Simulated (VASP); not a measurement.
# NaBe4 in VASP: a series of runs

The runs below take NaBe4 through single point, relaxation of cell and atoms, with PBE.

All numbers are computed with VASP 6.6.1; they aren't measurements. Logs are shortened: lines on timing, memory, paths and dates and some standing lists are left out, and cuts for length are marked.

### 1 The cell of the first run

It takes space group P4/mmm (No. 123, tetragonal). Conventional cell: a = 3.850 Å, b = 3.850 Å, c = 4.272 Å, α = 90.00°, β = 90.00°, γ = 90.00°. Within 3.8 Å of Na (site symmetry 4/mmm) lie 16 Be at 2.88 to 2.95 Å. Be (site symmetry mmm) has 8 Be at 2.17 to 2.72 Å and 4 Na at 2.88 Å within 2.9 Å. Within 2.6 Å of Be (site symmetry 4mm) lie 6 Be at 1.99 to 2.28 Å.

### 2 Single point, PBE

Input file INCAR:

```
  PREC = Accurate
  ENCUT = 520
  EDIFF = 1E-6
  ISMEAR = 0
  SIGMA = 0.1
  LREAL = False
  LASPH = True
  NELM = 60
  ALGO = Fast
  ISIF = 2
  LWAVE = False
  LCHARG = True
  GGA = PE
  LELF = True
  LVHAR = True
  NBANDS = 16
```

Input file KPOINTS:

```
regular mesh
0
Gamma
  4 4 4
```

Input file POSCAR:

```
NaBe4
1.0
    3.8501258057      0.0000000000      0.0000000000
    0.0000000000      3.8501258057      0.0000000000
    0.0000000000      0.0000000000      4.2723834370
Na Be
1 4
Direct
    0.5000000000      0.5000000000      0.5000000000
    0.5000000000      0.0000000000      0.0000000000
    0.0000000000      0.0000000000      0.2331439344
    0.0000000000      0.5000000000      0.0000000000
    0.0000000000      0.0000000000      0.7668560656
```

Potentials or basis: VASP PAW PBE potentials, release 64 (Na_pv, Be).

Command:

```sh
$ cat potpaw_PBE.64/Na_pv/POTCAR potpaw_PBE.64/Be/POTCAR > POTCAR
$ mpirun -np 1 vasp_std > vasp.out
```

OUTCAR:

```text
PREC = Accurate
   ENCUT = 520
   EDIFF = 1E-6
   ISMEAR = 0
   LREAL = False
   LASPH = True
   NELM = 60
   ISIF = 2
   GGA = PE

 ion  position               nearest neighbor table
   1  0.500  0.500  0.500-
   2  0.500  0.000  0.000-   3 2.17   5 2.17   3 2.17   5 2.17
   3  0.000  0.000  0.233-   5 1.99   4 2.17   2 2.17   4 2.17   2 2.17   5 2.28
   4  0.000  0.500  0.000-   3 2.17   5 2.17   3 2.17   5 2.17
   5  0.000  0.000  0.767-   3 1.99   2 2.17   4 2.17   4 2.17   2 2.17   3 2.28

  LATTYP: Found a simple tetragonal cell.
 ALAT       =     3.8501258057
 C/A-ratio  =     1.1096737230

  Lattice vectors:

 A1 = (   3.8501258057,   0.0000000000,   0.0000000000)
 A2 = (   0.0000000000,   3.8501258057,   0.0000000000)
 A3 = (   0.0000000000,   0.0000000000,   4.2723834370)

Analysis of symmetry for initial positions (statically):
=====================================================================
 Subroutine PRICEL returns:
 Original cell was already a primitive cell.

 Routine SETGRP: Setting up the symmetry group for a
 simple tetragonal supercell.

 Subroutine GETGRP returns: Found 16 space group operations
 (whereof 16 operations were pure point group operations)
 out of a pool of 16 trial point group operations.

The static configuration has the point symmetry D_4h.

Analysis of symmetry for dynamics (positions and initial velocities):
=====================================================================
 Subroutine PRICEL returns:
 Original cell was already a primitive cell.

 Routine SETGRP: Setting up the symmetry group for a
 simple tetragonal supercell.

 Subroutine GETGRP returns: Found 16 space group operations
 (whereof 16 operations were pure point group operations)
 out of a pool of 16 trial point group operations.

The dynamic configuration has the point symmetry D_4h.

 Subroutine INISYM returns: Found 16 space group operations
 (whereof 16 operations are pure point group operations),
 and found     1 'primitive' translations

----------------------------------------------------------------------------------------

                                     Primitive cell

  volume of cell :      63.3315

  direct lattice vectors                    reciprocal lattice vectors
     3.850125806  0.000000000  0.000000000     0.259731773  0.000000000  0.000000000
     0.000000000  3.850125806  0.000000000     0.000000000  0.259731773  0.000000000
     0.000000000  0.000000000  4.272383437     0.000000000  0.000000000  0.234061389

  length of vectors
     3.850125806  3.850125806  4.272383437     0.259731773  0.259731773  0.234061389

  position of ions in fractional coordinates (direct lattice)
     0.500000000  0.500000000  0.500000000
     0.500000000  0.000000000  0.000000000
     0.000000000  0.000000000  0.233143934
     0.000000000  0.500000000  0.000000000
     0.000000000  0.000000000  0.766856066

  ion indices of the primitive-cell ions
   primitive index   ion index
                 1           1
                 2           2
                 3           3
                 4           4
                 5           5

----------------------------------------------------------------------------------------

 KPOINTS: regular mesh

Automatic generation of k-mesh.
 Grid dimensions read from file:
 generate k-points for:    4    4    4

 Generating k-lattice:

  Cartesian coordinates                     Fractional coordinates (reciprocal lattice)
     0.064932943  0.000000000  0.000000000     0.250000000  0.000000000  0.000000000
     0.000000000  0.064932943  0.000000000     0.000000000  0.250000000  0.000000000
     0.000000000  0.000000000  0.058515347     0.000000000  0.000000000  0.250000000

  Length of vectors
     0.064932943  0.064932943  0.058515347

  Shift w.r.t. Gamma in fractional coordinates (k-lattice)
     0.000000000  0.000000000  0.000000000

 Subroutine IBZKPT returns following result:
 ===========================================

 Found     18 irreducible k-points:

 Following reciprocal coordinates:
            Coordinates               Weight
  0.000000  0.000000  0.000000      1.000000
  0.250000  0.000000  0.000000      4.000000
  0.500000  0.000000  0.000000      2.000000
  0.250000  0.250000  0.000000      4.000000
  0.500000  0.250000  0.000000      4.000000
  0.500000  0.500000  0.000000      1.000000
[... 10 lines left out ...]
  0.500000  0.250000  0.500000      4.000000
  0.500000  0.500000  0.500000      1.000000
   k-points           NKPTS =     18   k-points in BZ     NKDIM =     18   number of bands    NBANDS=     16
   number of dos      NEDOS =    301   number of ions     NIONS =      5
   total plane-waves  NPLWV =  28800
   dimension x,y,z NGX =    30 NGY =   30 NGZ =   32
   dimension x,y,z NGXF=    60 NGYF=   60 NGZF=   64
   ions per type =               1   4
   NGX,Y,Z   is equivalent  to a cutoff of  12.95, 12.95, 12.45 a.u.
   NGXF,Y,Z  is equivalent  to a cutoff of  25.91, 25.91, 24.90 a.u.
 SYSTEM =  unknown system
   PREC   = accura    normal or accurate (medium, high low for compatibility)
   ISTART =      0    job   : 0-new  1-cont  2-samecut
   ICHARG =      2    charge: 1-file 2-atom 10-const
   ISPIN  =      1    spin polarized calculation?
   LNONCOLLINEAR =      F non collinear calculations
   LSORBIT =      F    spin-orbit coupling
   LASPH  =      T    aspherical Exc in radial PAW
   ENCUT  =  520.0 eV  38.22 Ry    6.18 a.u.   7.16  7.16  7.94*2*pi/ulx,y,z
   NELM   =     60;   NELMIN=  2; NELMDL= -5     # of ELM steps
   EDIFF  = 0.1E-05   stopping-criterion for ELM
   LREAL  =      F    real-space projection
   EDIFFG = 0.1E-04   stopping-criterion for IOM
   NSW    =      0    number of steps for IOM
   IBRION =     -1    ionic relax: 0-MD 1-quasi-New 2-CG
   NFREE  =      0    steps in history (QN), initial steepest desc. (CG)
   ISIF   =      2    stress and relaxation
   ISYM   =      2    0-nonsym 1-usesym 2-fastsym
   POTIM  = 0.5000    time-step for ionic-motion
   TEBEG  =    0.0;   TEEND  =   0.0 temperature during run
   PSTRESS=    0.0 pullay stress
   NELECT =      15.0000    total number of electrons
   NUPDOWN=      -1.0000    fix difference up-down
   EMIN   =  10.00;   EMAX   =-10.00  energy-range for DOS
   EFERMI =   0.00;   METHOD = LEGACY
   ISMEAR =     0;   SIGMA  =   0.10  broadening in eV -4-tet -1-fermi 0-gaus
   EFERMI_NEDOS =   21; number of points for ismear=-14 and -15
   IALGO  =     68    algorithm
   IMIX   =      4    mixing-type and parameters
     AMIX     =   0.40;   BMIX     =  1.00
     AMIX_MAG =   1.60;   BMIX_MAG =  1.00
  volume/ion in A,a.u.               =      12.67        85.48
  Fermi-wavevector in a.u.,A,eV,Ry     =   1.012897  1.914098 13.959034  1.025960
  Thomas-Fermi vector in A             =   2.146034
   LORBIT       =      0    0 simple, 1 ext, 2 COOP (PROOUT), +10 PAW based schemes
   GGA     = PE    functional components
   LHFCALC =     F    Hartree Fock is set to
   AEXX    =    0.0000 exact exchange contribution
   IVDW    =     0    specifies the selected vdW correction
   LEPSILON=     F    determine dielectric tensor
   LRPA    =     F    only Hartree local field effects (RPA)
 non-spin polarized calculation
 RMM-DIIS sequential band-by-band and
 Gauss-broadening in eV      SIGMA  =   0.10
  energy-cutoff  :      520.00
  volume of cell :       63.33
 maximum number of plane-waves:      1732
 NGX is ok and might be reduce to    30

 number of electron      15.0000001 magnetization

 Free energy of the ion-electron system (eV)
  ---------------------------------------------------
  ext. energy  EPLUGINS =         0.00000000
  ---------------------------------------------------
  free energy    TOTEN  =       -13.79186150 eV

  energy without entropy =      -13.77832716  energy(sigma->0) =      -13.78509433

 E-fermi :   3.0578     XC(G=0):  -9.1502

 val. band max:        2.9624995674   @ k =   0.5000   0.5000   0.0000
 cond. band min:       3.0777245535   @ k =   0.5000   0.2500   0.0000
 fundamental gap:      0.1152249861
 Fermi energy:         3.0577690606

 k-point     1 :       0.0000    0.0000    0.0000
  band No.  band energies     occupation
      1     -20.2022      2.00000
      2     -20.1521      2.00000
      3     -20.1521      2.00000
      4      -4.8397      2.00000
      5       1.4879      2.00000
      6       1.4879      2.00000
[... 8 lines left out ...]
     15      10.1556      0.00000
     16      12.4511      0.00000

 k-point     2 :       0.2500    0.0000    0.0000
  band No.  band energies     occupation
      1     -20.2010      2.00000
      2     -20.1619      2.00000
      3     -20.1511      2.00000
      4      -4.3677      2.00000
      5      -0.3943      2.00000
      6       1.8918      2.00000
[... 8 lines left out ...]
     15      10.8264      0.00000
     16      12.2472      0.00000

 k-point     3 :       0.5000    0.0000    0.0000
  band No.  band energies     occupation
      1     -20.1998      2.00000
      2     -20.1717      2.00000
      3     -20.1501      2.00000
      4      -3.4072      2.00000
      5      -2.1714      2.00000
      6       2.3862      2.00000
[... 8 lines left out ...]
     15      13.0807      0.00000
     16      14.0130      0.00000

 k-point     4 :       0.2500    0.2500    0.0000
  band No.  band energies     occupation
      1     -20.1998      2.00000
      2     -20.1609      2.00000
      3     -20.1605      2.00000
      4      -3.9133      2.00000
      5      -0.0887      2.00000
      6       0.1839      2.00000
[... 8 lines left out ...]
     15      10.6568      0.00000
     16      12.0225      0.00000
[... 210 lines left out ...]
 k-point    16 :       0.2500    0.2500    0.5000
  band No.  band energies     occupation
      1     -20.2075      2.00000
      2     -20.1601      2.00000
      3     -20.1597      2.00000
      4      -3.1759      2.00000
      5      -0.8163      2.00000
      6       0.5430      2.00000
[... 8 lines left out ...]
     15      11.6646      0.00000
     16      11.8706      0.00000

 k-point    17 :       0.5000    0.2500    0.5000
  band No.  band energies     occupation
      1     -20.2062      2.00000
      2     -20.1695      2.00000
      3     -20.1588      2.00000
      4      -2.4997      2.00000
      5      -0.7115      2.00000
      6       0.2614      2.00000
[... 8 lines left out ...]
     15      12.5674      0.00000
     16      14.2987      0.00000

 k-point    18 :       0.5000    0.5000    0.5000
  band No.  band energies     occupation
      1     -20.2050      2.00000
      2     -20.1682      2.00000
      3     -20.1682      2.00000
      4      -1.9937      2.00000
      5       0.3541      2.00000
      6       0.3541      2.00000
[... 8 lines left out ...]
     15      14.0232      0.00000
     16      14.6859      0.00000

------------------------ aborting loop because EDIFF is reached ----------------------------------------

  FORCE on cell =-STRESS in cart. coord.  units (eV):
  Direction    XX          YY          ZZ          XY          YZ          ZX
  --------------------------------------------------------------------------------------
  -------------------------------------------------------------------------------------
  Total       -0.5445443     -0.5445443      1.2336143      0.0000000      0.0000000      0.0000000
  in kB      -13.7760190    -13.7760190     31.2082848      0.0000000      0.0000000      0.0000000
  external PRESSURE =       1.2187490 kB  Pullay stress =       0.0000000 kB

 VOLUME and BASIS-vectors are now :
 -----------------------------------------------------------------------------
  energy-cutoff  :      520.00
  volume of cell :       63.33
      direct lattice vectors                 reciprocal lattice vectors
     3.850125806  0.000000000  0.000000000     0.259731773  0.000000000  0.000000000
     0.000000000  3.850125806  0.000000000     0.000000000  0.259731773  0.000000000
     0.000000000  0.000000000  4.272383437     0.000000000  0.000000000  0.234061389

 POSITION                                       TOTAL-FORCE (eV/Angst)
 -----------------------------------------------------------------------------------
      1.92506      1.92506      2.13619         0.000000      0.000000      0.000000
      1.92506      0.00000      0.00000         0.000000      0.000000      0.000000
      0.00000      0.00000      0.99608        -0.000000     -0.000000      0.112564
      0.00000      1.92506      0.00000         0.000000      0.000000      0.000000
      0.00000      0.00000      3.27630         0.000000      0.000000     -0.112564
 -----------------------------------------------------------------------------------
    total drift:                                0.000000      0.000000      0.000000

  FREE ENERGIE OF THE ION-ELECTRON SYSTEM (eV)
  ---------------------------------------------------
  free  energy   TOTEN  =       -13.7918615019 eV

  energy  without entropy=      -13.7783271613  energy(sigma->0) =      -13.78509433
```

Run time: 30 s. Hardware: 1 thread of Intel Xeon Platinum 8259CL at 2.50GHz (Skylake/Cascade Lake), shared host; peak memory 0.16 GiB.

What came out:

* Free energy: -13.7919 eV
* Pressure: 0.1 GPa
* Largest force: 0.113 eV/Å

Forces on the atoms (eV/Å):
```
Na   0.000  0.000  0.000
Be   0.000  0.000  0.000
Be   0.000  0.000  0.113
Be   0.000  0.000  0.000
Be   0.000  0.000 -0.113
```

Stress tensor (GPa, compression positive):
```
-1.38  0.00  0.00
 0.00 -1.38  0.00
 0.00  0.00  3.12
```

Caveat: the k points lie up to 0.41 Å⁻¹ apart.

### 3 Single point, PBE

This run uses another cell than the first one, of 12.63 Å³/atom, 0.998 times its volume.

Input file INCAR:

```
PREC     = Accurate       # precision mode
ENCUT    = 520            # plane-wave cutoff, eV
EDIFF    = 1E-6           # SCF threshold, eV
ISMEAR   = 0              # smearing method
SIGMA    = 0.1            # smearing width, eV
LREAL    = F              # projectors in reciprocal space
LASPH    = T              # aspherical terms in the spheres
NELM     = 80             # most SCF steps
ALGO     = Normal         # electronic algorithm
ISIF     = 2              # what is computed and relaxed
LWAVE    = F              # write WAVECAR
LCHARG   = F              # write CHGCAR
GGA      = PE             # functional
NBANDS   = 16             # bands
```

Input file KPOINTS:

```
regular mesh
0
Gamma
  10 10 10
```

Input file POSCAR:

```
NaBe4
1.0
    3.8588076118      0.0000000000      0.0000000000
    0.0000000000      3.8588076118      0.0000000000
    0.0000000000      0.0000000000      4.2426216074
Na Be
1 4
Direct
    0.5000000000      0.5000000000      0.5000000000
    0.5000000000      0.0000000000      0.0000000000
    0.0000000000      0.0000000000      0.2344455114
    0.0000000000      0.5000000000      0.0000000000
    0.0000000000      0.0000000000      0.7655544886
```

Potentials or basis: VASP PAW PBE potentials, release 64 (Na_pv, Be).

Command:

```sh
$ cat potpaw_PBE.64/Na_pv/POTCAR potpaw_PBE.64/Be/POTCAR > POTCAR
$ mpirun -np 1 vasp_std > vasp.out
```

Run time: 1.7 min. Hardware: 1 thread of Intel Xeon Platinum 8259CL at 2.50GHz (Skylake/Cascade Lake), shared host; peak memory 0.24 GiB.

The run converged. Its results:

- Free energy: -13.8765 eV
- Pressure: 0.1 GPa
- Largest force: 0.013 eV/Å

Forces on the atoms (eV/Å):
```
Na   0.000  0.000  0.000
Be   0.000  0.000  0.000
Be   0.000  0.000  0.013
Be   0.000  0.000  0.000
Be   0.000  0.000 -0.013
```

Levels at points of the mesh, in eV from the Fermi level:
| k point | band 4 | band 5 | band 6 | band 7 | band 8 | band 9 | band 10 | band 11 |
| --- | --- | --- | --- | --- | --- | --- | --- | --- |
| (0.00, 0.00, 0.00) | -7.81 | -1.51 | -1.51 | -1.17 | -0.62 | 2.56 | 3.42 | 5.78 |
| (0.50, 0.00, 0.00) | -6.39 | -5.14 | -0.62 | -0.54 | 1.07 | 1.15 | 3.30 | 3.61 |
| (0.50, 0.50, 0.00) | -5.37 | -3.59 | -3.59 | -1.93 | -0.08 | 1.53 | 1.53 | 5.23 |
| (0.00, 0.00, 0.50) | -6.90 | -4.87 | -0.95 | -0.95 | 3.39 | 3.45 | 3.47 | 3.47 |
| (0.50, 0.00, 0.50) | -5.78 | -4.14 | -3.24 | -1.94 | 0.16 | 3.56 | 4.02 | 4.33 |
| (0.50, 0.50, 0.50) | -4.96 | -2.60 | -2.60 | -1.56 | -1.36 | -1.05 | -1.05 | 4.47 |

### 4 Single point, PBE

This run uses another cell than the first one: it holds 10 atoms, not 5.

Input file INCAR:

```
PREC     = Accurate       # precision mode
ENCUT    = 520            # plane-wave cutoff, eV
EDIFF    = 1E-6           # SCF threshold, eV
ISMEAR   = 0              # smearing method
SIGMA    = 0.2            # smearing width, eV
LREAL    = False          # projectors in reciprocal space
LASPH    = True           # aspherical terms in the spheres
NELM     = 100            # most SCF steps
ALGO     = Fast           # electronic algorithm
ISIF     = 2              # what is computed and relaxed
LWAVE    = False          # write WAVECAR
LCHARG   = False          # write CHGCAR
GGA      = PE             # functional
NBANDS   = 26             # bands
```

Input file KPOINTS:

```
regular mesh
0
Gamma
  6 6 4
```

Input file POSCAR:

```
NaBe4
1.0
   -0.0016320761      4.2723820429     -0.0030411210
   -0.0016939712      0.0034789593      3.8552361030
    7.6900255086      0.0035696454     -0.0034988061
Na Be
2 8
Direct
    0.3999943239      0.4998399817      0.2499931349
    0.4000064272      0.5001543161      0.7500016572
    0.8999822965     -0.0002060938      0.2499986449
    0.9000172044      0.0001944560      0.7500059131
    0.6668772677      0.0000196842      0.0000099031
    0.6668356147      0.0000375633      0.5000163306
    0.8999994788      0.4999986855     -0.0000104354
    0.8999982450      0.5000113201      0.4999957597
    1.1331633013      0.9999692502     -0.0000008239
    1.1331258404     -0.0000191633      0.4999899159
```

Command:

```sh
$ cat potpaw_PBE.64/Na_pv/POTCAR potpaw_PBE.64/Be/POTCAR > POTCAR
$ mpirun -np 1 vasp_std > vasp.out
```

It took 4.3 min on 1 thread of Intel Xeon Platinum 8259CL at 2.50GHz (Skylake/Cascade Lake), shared host; peak memory 0.34 GiB.

It converged, with:

```
Free energy            : -27.7495 eV
Pressure               : 0.1 GPa
Largest force          : 0.019 eV/Å
Band gap on the k mesh : zero (band 15 reaches 4.15 eV, above the bottom of band 16 at 1.61 eV)
```

Forces in eV/Å, atoms in the order of the input:
```
Na   0.000  0.000  0.001
Na   0.000  0.000 -0.001
Be   0.000  0.000  0.001
Be   0.000  0.000 -0.001
Be   0.000 -0.019  0.000
Be   0.000 -0.018  0.000
Be   0.000  0.000  0.000
Be   0.000  0.000  0.000
Be   0.000  0.019  0.000
Be   0.000  0.019  0.000
```

Levels at points of the mesh, in eV from the Fermi level:
```csv
k point,band 13,band 14,band 15,band 16,band 17,band 18
"(0.00, 0.00, 0.00)",-0.70,-0.63,-0.51,1.02,1.08,2.63
"(0.50, 0.00, 0.00)",-0.96,-0.93,0.17,3.41,3.49,3.50
"(0.00, 0.50, 0.00)",-0.63,-0.49,-0.07,1.01,1.08,1.48
"(0.50, 0.50, 0.00)",-1.93,-1.53,-1.34,-1.03,-1.02,0.18
"(0.00, 0.00, 0.50)",-0.91,-0.91,-0.26,-0.26,3.17,3.17
"(0.50, 0.00, 0.50)",-0.51,-0.51,0.17,0.17,3.75,3.75
"(0.00, 0.50, 0.50)",-0.23,-0.23,0.15,0.15,1.23,1.23
"(0.50, 0.50, 0.50)",-1.54,-1.54,-1.36,-1.36,0.75,0.75
```

(Part 1 of 2 ends here.)
